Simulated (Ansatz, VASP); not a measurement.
## Be5Te2 in VASP and in Ansatz

```
CELL_PARAMETERS angstrom
3.82094 -1.99396 -0.07004
3.82094 1.99396 -0.07004
-3.79013 0.00000 8.22038
ATOMIC_POSITIONS crystal
Be 0.00094 0.99906 0.00000
Be 0.50787 0.92490 0.95422
Be 0.07510 0.49213 0.04578
Be 0.37955 0.41510 0.87312
Be 0.58490 0.62045 0.12688
Te 0.71936 0.76731 0.70226
Te 0.23269 0.28064 0.29774
```

Change from the starting cell: the structure that the rattled cell fell into.

Alike in both runs: functional PBE; k mesh 10 × 10 × 4; occupations gaussian, width 0.1 eV; no spin polarisation.

Ansatz relaxed the structure, and its values are those at the end. VASP's run is a single point on that final structure, the one shown.

|  | VASP | Ansatz |
| --- | --- | --- |
| version | VASP 6.6.1 | Ansatz 0.2.0 |
| potentials or method | VASP PAW PBE potentials, release 64 (Be, Te), cutoff 520 eV | scalar-relativistic, plane waves, PAW |
| valence electrons in the cell | 22 | 42 |

VASP gave:

- gap on the k mesh at the Fermi level (eV): none
- pressure (GPa): 0.1
- rms of the force components (eV/Å): 0.012

Task: Which values does Ansatz return?

Result: gap on the k mesh at the Fermi level (eV): none; pressure (GPa): 0.0; rms of the force components (eV/Å): 0.003.

A gap of «none» marks a metal or a gap that the smearing closes. VASP's potentials hold 22 valence electrons a cell and Ansatz's 42, so a difference there can come from the potentials and not from the codes.

Spin-orbit coupling is off throughout.
